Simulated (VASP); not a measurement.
# Ca (Im-3m) in VASP: a series of runs, part 2 of 2

VASP 6.6.1. Earlier steps stand in the parts before.

### 3 Density of states, PBE

This run uses another cell than the first one, of 42.17 Å³/atom, 2.326 times its volume.

Input file POSCAR:

```
Ca
1.0
   -2.1927620259      2.1927620259      2.1927620259
    2.1927620259     -2.1927620259      2.1927620259
    2.1927620259      2.1927620259     -2.1927620259
Ca
1
Direct
    0.0000000000      0.0000000000      0.0000000000
```

Input file INCAR.step1:

```
  PREC = Accurate
  ENCUT = 520
  EDIFF = 1E-6
  ISMEAR = -1
  SIGMA = 0.05
  LREAL = F
  LASPH = T
  NELM = 100
  ALGO = Normal
  ISIF = 2
  LWAVE = F
  LCHARG = T
  GGA = PE
  NBANDS = 11
```

Input file KPOINTS.step1:

```
regular mesh
0
Gamma
  12 12 12
```

Input file INCAR.step2:

```
  PREC = Accurate
  ENCUT = 520
  EDIFF = 1E-6
  ISMEAR = -5
  SIGMA = 0.05
  LREAL = F
  LASPH = T
  NELM = 100
  ALGO = Normal
  ISIF = 2
  LWAVE = F
  LCHARG = F
  GGA = PE
  LORBIT = 11
  NEDOS = 2001
  ICHARG = 11
```

Input file KPOINTS.step2:

```
regular mesh
0
Gamma
  18 18 18
```

Potentials or basis: VASP PAW PBE potentials, release 64 (Ca_sv).

Run with:

```sh
$ cat potpaw_PBE.64/Ca_sv/POTCAR > POTCAR
$ cp INCAR.step1 INCAR
$ cp KPOINTS.step1 KPOINTS
$ mpirun -np 1 vasp_std > vasp.out
$ cp INCAR.step2 INCAR
$ cp KPOINTS.step2 KPOINTS
$ mpirun -np 1 vasp_std > vasp.out
```

OUTCAR:

```text
PREC = Accurate
   ENCUT = 520
   EDIFF = 1E-6
   ISMEAR = -5
   LREAL = F
   LASPH = T
   NELM = 100
   ISIF = 2
   GGA = PE
   LORBIT = 11
   ICHARG = 11

 ion  position               nearest neighbor table
   1  0.000  0.000  0.000-

  LATTYP: Found a body centered cubic cell.
 ALAT       =     4.3855240518

  Lattice vectors:

 A1 = (  -2.1927620259,   2.1927620259,   2.1927620259)
 A2 = (   2.1927620259,  -2.1927620259,   2.1927620259)
 A3 = (   2.1927620259,   2.1927620259,  -2.1927620259)

Analysis of symmetry for initial positions (statically):
=====================================================================
 Subroutine PRICEL returns:
 Original cell was already a primitive cell.

 Routine SETGRP: Setting up the symmetry group for a
 body centered cubic supercell.

 Subroutine GETGRP returns: Found 48 space group operations
 (whereof 48 operations were pure point group operations)
 out of a pool of 48 trial point group operations.

The static configuration has the point symmetry O_h .

Analysis of symmetry for dynamics (positions and initial velocities):
=====================================================================
 Subroutine PRICEL returns:
 Original cell was already a primitive cell.

 Routine SETGRP: Setting up the symmetry group for a
 body centered cubic supercell.

 Subroutine GETGRP returns: Found 48 space group operations
 (whereof 48 operations were pure point group operations)
 out of a pool of 48 trial point group operations.

The dynamic configuration has the point symmetry O_h .

 Subroutine INISYM returns: Found 48 space group operations
 (whereof 48 operations are pure point group operations),
 and found     1 'primitive' translations

----------------------------------------------------------------------------------------

                                     Primitive cell

  volume of cell :      42.1730

  direct lattice vectors                    reciprocal lattice vectors
    -2.192762026  2.192762026  2.192762026     0.000000000  0.228022920  0.228022920
     2.192762026 -2.192762026  2.192762026     0.228022920  0.000000000  0.228022920
     2.192762026  2.192762026 -2.192762026     0.228022920  0.228022920  0.000000000

  length of vectors
     3.797975238  3.797975238  3.797975238     0.322473106  0.322473106  0.322473106

  position of ions in fractional coordinates (direct lattice)
     0.000000000  0.000000000  0.000000000

  ion indices of the primitive-cell ions
   primitive index   ion index
                 1           1

----------------------------------------------------------------------------------------

 KPOINTS: regular mesh

Automatic generation of k-mesh.
 Grid dimensions read from file:
 generate k-points for:   18   18   18

 Generating k-lattice:

  Cartesian coordinates                     Fractional coordinates (reciprocal lattice)
     0.000000000  0.012667940  0.012667940     0.055555556  0.000000000  0.000000000
     0.012667940  0.000000000  0.012667940     0.000000000  0.055555556  0.000000000
     0.012667940  0.012667940  0.000000000     0.000000000  0.000000000  0.055555556

  Length of vectors
     0.017915173  0.017915173  0.017915173

  Shift w.r.t. Gamma in fractional coordinates (k-lattice)
     0.000000000  0.000000000  0.000000000

 TETIRR: Found   6794 inequivalent tetrahedra from    34992

 Subroutine IBZKPT returns following result:
 ===========================================

 Found    195 irreducible k-points:

 Following reciprocal coordinates:
            Coordinates               Weight
  0.000000  0.000000  0.000000      1.000000
  0.055556  0.000000  0.000000     12.000000
  0.111111  0.000000  0.000000     12.000000
  0.166667  0.000000  0.000000     12.000000
  0.222222  0.000000  0.000000     12.000000
  0.277778  0.000000  0.000000     12.000000
[... 16 lines left out ...]
  0.333333  0.111111  0.000000     48.000000
  0.388889  0.111111  0.000000     48.000000
 [... further k-points ...]
   k-points           NKPTS =    195   k-points in BZ     NKDIM =    195   number of bands    NBANDS=      9
   number of dos      NEDOS =   2001   number of ions     NIONS =      1
   total plane-waves  NPLWV =  21952
   dimension x,y,z NGX =    28 NGY =   28 NGZ =   28
   dimension x,y,z NGXF=    56 NGYF=   56 NGZF=   56
   ions per type =               1
   NGX,Y,Z   is equivalent  to a cutoff of  12.26, 12.26, 12.26 a.u.
   NGXF,Y,Z  is equivalent  to a cutoff of  24.51, 24.51, 24.51 a.u.
 SYSTEM =  unknown system
   PREC   = accura    normal or accurate (medium, high low for compatibility)
   ISTART =      0    job   : 0-new  1-cont  2-samecut
   ICHARG =     11    charge: 1-file 2-atom 10-const
   ISPIN  =      1    spin polarized calculation?
   LNONCOLLINEAR =      F non collinear calculations
   LSORBIT =      F    spin-orbit coupling
   LASPH  =      T    aspherical Exc in radial PAW
   ENCUT  =  520.0 eV  38.22 Ry    6.18 a.u.   7.06  7.06  7.06*2*pi/ulx,y,z
   NELM   =    100;   NELMIN=  2; NELMDL=  0     # of ELM steps
   EDIFF  = 0.1E-05   stopping-criterion for ELM
   LREAL  =      F    real-space projection
   EDIFFG = 0.1E-04   stopping-criterion for IOM
   NSW    =      0    number of steps for IOM
   IBRION =     -1    ionic relax: 0-MD 1-quasi-New 2-CG
   NFREE  =      0    steps in history (QN), initial steepest desc. (CG)
   ISIF   =      2    stress and relaxation
   ISYM   =      2    0-nonsym 1-usesym 2-fastsym
   POTIM  = 0.5000    time-step for ionic-motion
   TEBEG  =    0.0;   TEEND  =   0.0 temperature during run
   PSTRESS=    0.0 pullay stress
   NELECT =      10.0000    total number of electrons
   NUPDOWN=      -1.0000    fix difference up-down
   EMIN   =  10.00;   EMAX   =-10.00  energy-range for DOS
   EFERMI =   0.00;   METHOD = LEGACY
   ISMEAR =    -5;   SIGMA  =   0.05  broadening in eV -4-tet -1-fermi 0-gaus
   EFERMI_NEDOS =   21; number of points for ismear=-14 and -15
   IALGO  =     38    algorithm
   IMIX   =      4    mixing-type and parameters
     AMIX     =   0.40;   BMIX     =  1.00
     AMIX_MAG =   1.60;   BMIX_MAG =  1.00
  volume/ion in A,a.u.               =      42.17       284.60
  Fermi-wavevector in a.u.,A,eV,Ry     =   1.013281  1.914824 13.969630  1.026739
  Thomas-Fermi vector in A             =   2.146441
   LORBIT       =     11    0 simple, 1 ext, 2 COOP (PROOUT), +10 PAW based schemes
   GGA     = PE    functional components
   LHFCALC =     F    Hartree Fock is set to
   AEXX    =    0.0000 exact exchange contribution
   IVDW    =     0    specifies the selected vdW correction
   LEPSILON=     F    determine dielectric tensor
   LRPA    =     F    only Hartree local field effects (RPA)
 non-spin polarized calculation
 Fermi weights with tetrahedron method with Bloechl corrections
  energy-cutoff  :      520.00
  volume of cell :       42.17
 maximum number of plane-waves:      1157

 number of electron      10.0000002 magnetization

 Free energy of the ion-electron system (eV)
  ---------------------------------------------------
  ext. energy  EPLUGINS =         0.00000000
  ---------------------------------------------------
  free energy    TOTEN  =        -1.91183971 eV

  energy without entropy =       -1.91183971  energy(sigma->0) =       -1.91183971

 E-fermi :   2.0443     XC(G=0):  -7.7366

 val. band max:        2.1060649984   @ k =  -0.3889  -0.3889   0.1111
 cond. band min:       1.9848213182   @ k =   0.5000   0.5000   0.2222
 fundamental gap:     -0.1212436802
 Fermi energy:         2.0442642261

 k-point     1 :       0.0000    0.0000    0.0000
  band No.  band energies     occupation
      1     -40.0461      2.00000
      2     -20.9616      2.00000
      3     -20.9616      2.00000
      4     -20.9616      2.00000
      5      -2.0594      2.00000
      6       4.3083      0.00000
      7       4.3083      0.00000
      8       4.3083      0.00000
      9       5.3627      0.00000
[... 265 lines left out ...]
 k-point    24 :       0.3889    0.1111    0.0000
  band No.  band energies     occupation
      1     -40.0312      2.00000
      2     -21.0931      2.00000
      3     -21.0120      2.00000
      4     -20.9676      2.00000
      5       0.9703      2.00000
      6       2.2382     -0.11685
      7       3.3032      0.00000
      8       5.2226      0.00000
      9       5.6334      0.00000

 [... further k-points ...]

------------------------ aborting loop because EDIFF is reached ----------------------------------------

  FORCE on cell =-STRESS in cart. coord.  units (eV):
  Direction    XX          YY          ZZ          XY          YZ          ZX
  --------------------------------------------------------------------------------------
  -------------------------------------------------------------------------------------
  Total        0.0103952      0.0103952      0.0103952      0.0000000     -0.0000000      0.0000000
  in kB        0.3949182      0.3949182      0.3949182      0.0000000     -0.0000000      0.0000000
  external PRESSURE =       0.3949182 kB  Pullay stress =       0.0000000 kB

 VOLUME and BASIS-vectors are now :
 -----------------------------------------------------------------------------
  energy-cutoff  :      520.00
  volume of cell :       42.17
      direct lattice vectors                 reciprocal lattice vectors
    -2.192762026  2.192762026  2.192762026     0.000000000  0.228022920  0.228022920
     2.192762026 -2.192762026  2.192762026     0.228022920  0.000000000  0.228022920
     2.192762026  2.192762026 -2.192762026     0.228022920  0.228022920  0.000000000

 POSITION                                       TOTAL-FORCE (eV/Angst)
 -----------------------------------------------------------------------------------
      0.00000      0.00000      0.00000        -0.000000     -0.000000     -0.000000
 -----------------------------------------------------------------------------------
    total drift:                                0.000000      0.000000      0.000000

  FREE ENERGIE OF THE ION-ELECTRON SYSTEM (eV)
  ---------------------------------------------------
  free  energy   TOTEN  =        -1.9118397136 eV

  energy  without entropy=       -1.9118397136  energy(sigma->0) =       -1.91183971

 total charge

# of ion       s       p       d       tot
------------------------------------------
    1        2.085   5.830   0.166   8.081
```

OSZICAR.step1:

```text
N       E                     dE             d eps       ncg     rms          rms(c)
DAV:   1     0.667781617676E+02    0.66778E+02   -0.51289E+03  1584   0.837E+02
DAV:   2    -0.407700019924E+00   -0.67186E+02   -0.66574E+02  1749   0.207E+02
DAV:   3    -0.187054468384E+01   -0.14628E+01   -0.14446E+01  2335   0.305E+01
DAV:   4    -0.192674644954E+01   -0.56202E-01   -0.56001E-01  2061   0.478E+00
DAV:   5    -0.192777810858E+01   -0.10317E-02   -0.10315E-02  2200   0.561E-01    0.220E+00
DAV:   6    -0.192033833916E+01    0.74398E-02   -0.11755E-02  1965   0.117E+00    0.135E+00
DAV:   7    -0.191914721320E+01    0.11911E-02   -0.17679E-02  1820   0.152E+00    0.100E-01
DAV:   8    -0.191870491487E+01    0.44230E-03   -0.18688E-03  1848   0.426E-01    0.197E-02
DAV:   9    -0.191872528200E+01   -0.20367E-04   -0.90768E-05  2125   0.772E-02    0.614E-03
DAV:  10    -0.191872752012E+01   -0.22381E-05   -0.71801E-06  2255   0.223E-02    0.838E-04
DAV:  11    -0.191872672517E+01    0.79495E-06   -0.25226E-07  1235   0.503E-03
   1 F= -.19187267E+01 E0= -.19114856E+01  d E =-.144822E-01
```

It took 62 s on 1 thread of AMD EPYC 7R43 (Zen 3), shared host; peak memory 0.17 GiB.

Results:

```yaml
Valence_electrons_inside_the_program's_atomic_spheres: Ca 8.08
```

Caveat: tetrahedron occupations give inexact forces and stress in metals.
